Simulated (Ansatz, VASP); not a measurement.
MgO in VASP and in Ansatz

```
CELL_PARAMETERS angstrom
0.00000 1.73506 1.73506
1.73506 0.00000 1.73506
1.73506 1.73506 0.00000
ATOMIC_POSITIONS crystal
Mg 0.00000 0.00000 0.00000
O 0.50000 0.50000 0.50000
```

Alike in both runs: task single point; functional PBEsol; k mesh 10 × 10 × 10; no spin polarisation.

```csv
,VASP,Ansatz
version,VASP 6.6.1,Ansatz 0.2.0
potentials or method,"VASP PAW PBE potentials, release 64 (Mg, O), cutoff 600 eV","scalar-relativistic, plane waves, PAW"
occupations,"gaussian, width 0.01 eV",fixed
valence electrons in the cell,8,16
```

```csv
,VASP,Ansatz,Ansatz less VASP
gap on the k mesh at the Fermi level (eV),8.66,8.73,+0.071
least direct gap on the mesh (eV),10.98,11.03,+0.043
```

VASP's potentials were made for PBE, not for PBEsol. VASP's potentials hold 8 valence electrons a cell and Ansatz's 16, so a difference there can come from the potentials and not from the codes.
